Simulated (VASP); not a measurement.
# AlN (I-4m2) in VASP: single point with HSE06

Aim: the single point of AlN with HSE06.

Everything below comes from runs of VASP 6.6.1. Logs are shortened: lines on timing, memory, paths and dates and some standing lists are left out, and cuts for length are marked.

## (1) The cell of the first run

The structure is tetragonal, space group I-4m2 (No. 119). Conventional cell: a = 3.135 Å, b = 3.135 Å, c = 4.370 Å, α = 90.00°, β = 90.00°, γ = 90.00°. Al (site symmetry -4m2) has 4 N at 1.91 Å within 2.5 Å. N (site symmetry -4m2) has 4 Al at 1.91 Å within 2.5 Å.

## (2) Single point, HSE06 (biaxial xy strain +1.5%)

Input file POSCAR:

```
AlN
1.0
    0.0000000000      2.2169941698      2.1848764855
    2.2169941698      0.0000000000      2.1848764855
    2.2169941698      2.2169941698      0.0000000000
Al N
1 1
Direct
    0.0000000000      0.0000000000      0.0000000000
    0.7500000000      0.7500000000      0.7500000000
```

Input file INCAR.step1:

```
SYSTEM = AlN
ALGO     = Normal         ! electronic algorithm
EDIFF    = 1E-5           ! SCF threshold, eV
ENCUT    = 520            ! plane-wave cutoff, eV
GGA      = PE             ! functional
ISIF     = 2              ! what is computed and relaxed
ISMEAR   = 0              ! smearing method
LASPH    = .TRUE.         ! aspherical terms in the spheres
LREAL    = .FALSE.        ! projectors in reciprocal space
LWAVE    = .TRUE.         ! write WAVECAR
NBANDS   = 11             ! bands
NELM     = 100            ! most SCF steps
PREC     = Accurate       ! precision mode
SIGMA    = 0.01           ! smearing width, eV
```

Input file INCAR.step2:

```
SYSTEM = AlN
ALGO     = Normal         ! electronic algorithm
EDIFF    = 1E-6           ! SCF threshold, eV
ENCUT    = 520            ! plane-wave cutoff, eV
GGA      = PE             ! functional
HFSCREEN = 0.2079         ! screening, 1/A
ISIF     = 2              ! what is computed and relaxed
ISMEAR   = 0              ! smearing method
ISTART   = 1            
LASPH    = .TRUE.         ! aspherical terms in the spheres
LCHARG   = .TRUE.         ! write CHGCAR
LELF     = .TRUE.         ! ELF
LHFCALC  = .TRUE.         ! exact exchange
LREAL    = .FALSE.        ! projectors in reciprocal space
LVHAR    = .TRUE.       
LWAVE    = .FALSE.        ! write WAVECAR
NBANDS   = 11             ! bands
NELM     = 100            ! most SCF steps
PREC     = Accurate       ! precision mode
PRECFOCK = Normal       
SIGMA    = 0.01           ! smearing width, eV
```

Input file KPOINTS:

```
k-points
0
G
  8 8 8
  0 0 0
```

Potentials or basis: VASP PAW PBE potentials, release 64 (Al, N).

Started as:

```sh
cat potpaw_PBE.64/Al/POTCAR potpaw_PBE.64/N/POTCAR > POTCAR
cp INCAR.step1 INCAR
mpirun -np 1 vasp_std > vasp.out
cp INCAR.step2 INCAR
mpirun -np 1 vasp_std > vasp.out
```

OUTCAR:

```text
SYSTEM = AlN
   EDIFF = 1E-6
   ENCUT = 520
   GGA = PE
   HFSCREEN = 0.2079
   ISIF = 2
   ISMEAR = 0
   ISTART = 1
   LASPH = .TRUE.
   LHFCALC = .TRUE.
   LREAL = .FALSE.
   NELM = 100
   PREC = Accurate
   PRECFOCK = Normal

 ion  position               nearest neighbor table
   1  0.000  0.000  0.000-   2 1.91   2 1.91   2 1.91   2 1.91
   2  0.750  0.750  0.750-   1 1.91   1 1.91   1 1.91   1 1.91

  LATTYP: Found a body centered tetragonal cell.
 ALAT       =     3.1353032226
 C/A-ratio  =     1.3937257932

  Lattice vectors:

 A1 = (   0.0000000000,  -2.2169941698,  -2.1848764855)
 A2 = (   0.0000000000,   2.2169941698,  -2.1848764855)
 A3 = (   2.2169941698,   0.0000000000,   2.1848764855)

Analysis of symmetry for initial positions (statically):
=====================================================================
 Subroutine PRICEL returns:
 Original cell was already a primitive cell.

 Routine SETGRP: Setting up the symmetry group for a
 body centered tetragonal supercell.

 Subroutine GETGRP returns: Found  8 space group operations
 (whereof  8 operations were pure point group operations)
 out of a pool of 16 trial point group operations.

The static configuration has the point symmetry D_2d.

Analysis of symmetry for dynamics (positions and initial velocities):
=====================================================================
 Subroutine PRICEL returns:
 Original cell was already a primitive cell.

 Routine SETGRP: Setting up the symmetry group for a
 body centered tetragonal supercell.

 Subroutine GETGRP returns: Found  8 space group operations
 (whereof  8 operations were pure point group operations)
 out of a pool of 16 trial point group operations.

The dynamic configuration has the point symmetry D_2d.

 Subroutine INISYM returns: Found  8 space group operations
 (whereof  8 operations are pure point group operations),
 and found     1 'primitive' translations

----------------------------------------------------------------------------------------

                                     Primitive cell

  volume of cell :      21.4776

  direct lattice vectors                    reciprocal lattice vectors
     0.000000000  2.216994170  2.184876485    -0.225530589  0.225530589  0.228845888
     2.216994170  0.000000000  2.184876485     0.225530589 -0.225530589  0.228845888
     2.216994170  2.216994170  0.000000000     0.225530589  0.225530589 -0.228845888

  length of vectors
     3.112675442  3.112675442  3.135303223     0.392553860  0.392553860  0.392553860

  position of ions in fractional coordinates (direct lattice)
     0.000000000  0.000000000  0.000000000
     0.750000000  0.750000000  0.750000000

  ion indices of the primitive-cell ions
   primitive index   ion index
                 1           1
                 2           2

----------------------------------------------------------------------------------------

 KPOINTS: k-points

Automatic generation of k-mesh.
 Grid dimensions read from file:
 generate k-points for:    8    8    8

 Generating k-lattice:

  Cartesian coordinates                     Fractional coordinates (reciprocal lattice)
    -0.028191324  0.028191324  0.028605736     0.125000000  0.000000000  0.000000000
     0.028191324 -0.028191324  0.028605736     0.000000000  0.125000000  0.000000000
     0.028191324  0.028191324 -0.028605736    -0.000000000 -0.000000000  0.125000000

  Length of vectors
     0.049069233  0.049069233  0.049069233

  Shift w.r.t. Gamma in fractional coordinates (k-lattice)
     0.000000000  0.000000000  0.000000000

 Subroutine IBZKPT returns following result:
 ===========================================

 Found     59 irreducible k-points:

 Following reciprocal coordinates:
            Coordinates               Weight
  0.000000  0.000000  0.000000      1.000000
  0.125000  0.000000  0.000000      8.000000
  0.250000  0.000000  0.000000      8.000000
  0.375000 -0.000000  0.000000      8.000000
  0.500000  0.000000  0.000000      4.000000
  0.125000  0.125000  0.000000      2.000000
[... 16 lines left out ...]
  0.250000  0.000000  0.125000     16.000000
  0.375000 -0.000000  0.125000     16.000000
 [... further k-points ...]
   k-points           NKPTS =     59   k-points in BZ     NKDIM =    512   number of bands    NBANDS=     11
   number of dos      NEDOS =    301   number of ions     NIONS =      2
   total plane-waves  NPLWV =  13824
   dimension x,y,z NGX =    24 NGY =   24 NGZ =   24
   dimension x,y,z NGXF=    48 NGYF=   48 NGZF=   48
   ions per type =               1   1
   NGX,Y,Z   is equivalent  to a cutoff of  12.82, 12.82, 12.73 a.u.
   NGXF,Y,Z  is equivalent  to a cutoff of  25.64, 25.64, 25.45 a.u.
 SYSTEM =  AlN
   PREC   = accura    normal or accurate (medium, high low for compatibility)
   ISTART =      1    job   : 0-new  1-cont  2-samecut
   ICHARG =      0    charge: 1-file 2-atom 10-const
   ISPIN  =      1    spin polarized calculation?
   LNONCOLLINEAR =      F non collinear calculations
   LSORBIT =      F    spin-orbit coupling
   LASPH  =      T    aspherical Exc in radial PAW
   ENCUT  =  520.0 eV  38.22 Ry    6.18 a.u.   5.79  5.79  5.83*2*pi/ulx,y,z
   NELM   =    100;   NELMIN=  2; NELMDL=  0     # of ELM steps
   EDIFF  = 0.1E-05   stopping-criterion for ELM
   LREAL  =      F    real-space projection
   EDIFFG = 0.1E-04   stopping-criterion for IOM
   NSW    =      0    number of steps for IOM
   IBRION =     -1    ionic relax: 0-MD 1-quasi-New 2-CG
   NFREE  =      0    steps in history (QN), initial steepest desc. (CG)
   ISIF   =      2    stress and relaxation
   ISYM   =      3    0-nonsym 1-usesym 2-fastsym
   POTIM  = 0.5000    time-step for ionic-motion
   TEBEG  =    0.0;   TEEND  =   0.0 temperature during run
   PSTRESS=    0.0 pullay stress
   NELECT =       8.0000    total number of electrons
   NUPDOWN=      -1.0000    fix difference up-down
   EMIN   =  10.00;   EMAX   =-10.00  energy-range for DOS
   EFERMI =   0.00;   METHOD = LEGACY
   ISMEAR =     0;   SIGMA  =   0.01  broadening in eV -4-tet -1-fermi 0-gaus
   EFERMI_NEDOS =   21; number of points for ismear=-14 and -15
   IALGO  =     38    algorithm
   IMIX   =      1    mixing-type and parameters
     AMIX     =   0.40;   BMIX     =  1.00
     AMIX_MAG =   1.60;   BMIX_MAG =  1.00
  volume/ion in A,a.u.               =      10.74        72.47
  Fermi-wavevector in a.u.,A,eV,Ry     =   1.177903  2.225914 18.877475  1.387455
  Thomas-Fermi vector in A             =   2.314241
   LORBIT       =      0    0 simple, 1 ext, 2 COOP (PROOUT), +10 PAW based schemes
   GGA     = PE    functional components
   LHFCALC =     T    Hartree Fock is set to
   PRECFOCK=normal    Normal, Fast or Accurate (Low or Medium for compatibility)
   ENCUT4O =  -1.0   cutoff for four orbital integrals eV
   NKREDX  =     1    reduce k-point grid by
   NKREDY  =     1    reduce k-point grid by
   NKREDZ  =     1    reduce k-point grid by
   AEXX    =    0.2500 exact exchange contribution
   HFSCREEN=    0.2079 screening length (either q_TF or 0.3 A-1)
   HFSCREENC=   0.2079 screening length for correlation (either q_TF or 0.3 A-1)
   ENCUTFOCK=  -1.0 apply spherical cutoff to Coloumb kernel
   IVDW    =     0    specifies the selected vdW correction
   LEPSILON=     F    determine dielectric tensor
   LRPA    =     F    only Hartree local field effects (RPA)
 non-spin polarized calculation
 Gauss-broadening in eV      SIGMA  =   0.01
  energy-cutoff  :      520.00
  volume of cell :       21.48
 maximum number of plane-waves:       588
  NGX = 18; NGY = 18; NGZ = 18

 number of electron       8.0000001 magnetization

 Free energy of the ion-electron system (eV)
  ---------------------------------------------------
  ext. energy  EPLUGINS =         0.00000000
  ---------------------------------------------------
  free energy    TOTEN  =       -17.38058917 eV

  energy without entropy =      -17.38058917  energy(sigma->0) =      -17.38058917

 E-fermi :   4.8542     XC(G=0):  -8.9118

 val. band max:        4.8148609263   @ k =   0.0000   0.0000   0.0000
 cond. band min:       9.2540736893   @ k =   0.5000   0.5000   0.0000
 fundamental gap:      4.4392127630
 Fermi energy:         4.8541866639

 k-point     1 :       0.0000    0.0000    0.0000
  band No.  band energies     occupation
      1     -11.5227      2.00000
      2       4.7548      2.00000
      3       4.7548      2.00000
      4       4.8149      2.00000
      5      10.0290      0.00000
      6      18.6840      0.00000
      7      18.7022      0.00000
      8      18.7022      0.00000
      9      23.8624      0.00000
     10      24.3255      0.00000
     11      25.2537      0.00000

 k-point     2 :       0.1250    0.0000    0.0000
  band No.  band energies     occupation
      1     -11.2880      2.00000
      2       3.5413      2.00000
      3       4.6609      2.00000
      4       4.7151      2.00000
      5      11.0129      0.00000
      6      18.1222      0.00000
      7      18.8687      0.00000
      8      18.9092      0.00000
      9      22.3304      0.00000
     10      22.6245      0.00000
     11      24.3271      0.00000

 k-point     3 :       0.2500    0.0000    0.0000
  band No.  band energies     occupation
      1     -10.6463      2.00000
      2       1.3129      2.00000
      3       4.4492      2.00000
      4       4.5343      2.00000
      5      12.4267      0.00000
      6      17.1476      0.00000
      7      18.4034      0.00000
      8      18.6365      0.00000
      9      22.5779      0.00000
     10      22.5916      0.00000
     11      23.4789      0.00000
[... 267 lines left out ...]
 k-point    23 :       0.2500    0.0000    0.1250
  band No.  band energies     occupation
      1     -10.7092      2.00000
      2       1.9581      2.00000
      3       4.1553      2.00000
      4       4.2432      2.00000
      5      12.3514      0.00000
      6      17.0580      0.00000
      7      17.8675      0.00000
      8      19.3685      0.00000
      9      20.5181      0.00000
     10      24.4470      0.00000
     11      25.6942      0.00000

 k-point    24 :       0.3750   -0.0000    0.1250
  band No.  band energies     occupation
      1      -9.9482      2.00000
      2       0.0710      2.00000
      3       3.8566      2.00000
      4       4.0073      2.00000
      5      13.1768      0.00000
      6      15.8590      0.00000
      7      17.8239      0.00000
      8      18.7525      0.00000
      9      22.0712      0.00000
     10      25.4224      0.00000
     11      25.8506      0.00000

 [... further k-points ...]
[... 5 lines left out ...]
  --------------------------------------------------------------------------------------
  -------------------------------------------------------------------------------------
  Total       -0.9797604     -0.9797604     -0.7046803      0.0000000      0.0000000     -0.0000000
  in kB      -73.0877313    -73.0877313    -52.5674283      0.0000000      0.0000000     -0.0000000
  external PRESSURE =     -66.2476303 kB  Pullay stress =       0.0000000 kB

 VOLUME and BASIS-vectors are now :
 -----------------------------------------------------------------------------
  energy-cutoff  :      520.00
  volume of cell :       21.48
      direct lattice vectors                 reciprocal lattice vectors
     0.000000000  2.216994170  2.184876485    -0.225530589  0.225530589  0.228845888
     2.216994170  0.000000000  2.184876485     0.225530589 -0.225530589  0.228845888
     2.216994170  2.216994170  0.000000000     0.225530589  0.225530589 -0.228845888

 POSITION                                       TOTAL-FORCE (eV/Angst)
 -----------------------------------------------------------------------------------
      0.00000      0.00000      0.00000         0.000000      0.000000     -0.000000
      3.32549      3.32549      3.27731        -0.000000     -0.000000      0.000000
 -----------------------------------------------------------------------------------
    total drift:                                0.000000      0.000000     -0.000000

  FREE ENERGIE OF THE ION-ELECTRON SYSTEM (eV)
  ---------------------------------------------------
  free  energy   TOTEN  =       -17.3805891721 eV

  energy  without entropy=      -17.3805891721  energy(sigma->0) =      -17.38058917
```

Run time: 58 min. Hardware: 1 thread of Intel Xeon Platinum 8375C at 2.90GHz (Ice Lake), shared host; peak memory 0.26 GiB.

Results:

```
Free energy            : -17.3806 eV
Pressure               : -6.6 GPa
Band gap on the k mesh : 4.44 eV (least direct gap 5.21 eV)
```

Caveat: the cell differs from its parent crystal (biaxial xy strain +1.5%); the cell stands under tension; the PAW data sets were made with another functional, which shifts forces and pressure a little.
